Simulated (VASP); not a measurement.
A run of VASP 6.6.1 is set up as follows.

INCAR

```
PREC     = Accurate       # precision mode
ENCUT    = 500            # plane-wave cutoff, eV
EDIFF    = 1E-6           # SCF threshold, eV
ISMEAR   = -1             # smearing method
SIGMA    = 0.01           # smearing width, eV
LREAL    = F              # projectors in reciprocal space
LASPH    = T              # aspherical terms in the spheres
NELM     = 120            # most SCF steps
ALGO     = Normal         # electronic algorithm
ISIF     = 2              # what is computed and relaxed
LWAVE    = F              # write WAVECAR
LCHARG   = T              # write CHGCAR
GGA      = PE             # functional
LELF     = T              # ELF
LVHAR    = T            
NBANDS   = 19             # bands
GGA_COMPAT= F
```

KPOINTS

```
regular mesh
0
Gamma
  16 16 8
```

POSCAR

```
TiSe2
1.0
    3.5070069874      0.0000000000      0.0000000000
   -1.7535034937      3.0371571423      0.0000000000
    0.0000000000      0.0000000000      6.0181746567
Ti Se
1 2
Direct
    0.0000000000      0.0000000000      0.0000000000
    0.3333333333      0.6666666667      0.2575782426
    0.6666666667      0.3333333333     -0.2575782426
```

Potentials or basis: VASP PAW PBE potentials, release 64 (Ti_sv, Se).

The run is started by

```sh
$ cat potpaw_PBE.64/Ti_sv/POTCAR potpaw_PBE.64/Se/POTCAR > POTCAR
$ mpirun -np 1 vasp_std > vasp.out
```

Task: Predict the pressure.

Result: 2.1 GPa.

Task: Predict the largest force.

Result: 0.018 eV/Å.

Forces in eV/Å, atoms in the order of the input:
```
Ti   0.000  0.000  0.000
Se   0.000  0.000  0.018
Se   0.000  0.000 -0.018
```

Caveat: this functional lacks dispersion, which binds the layers, so the pressure and a relaxed spacing across them are unreliable.
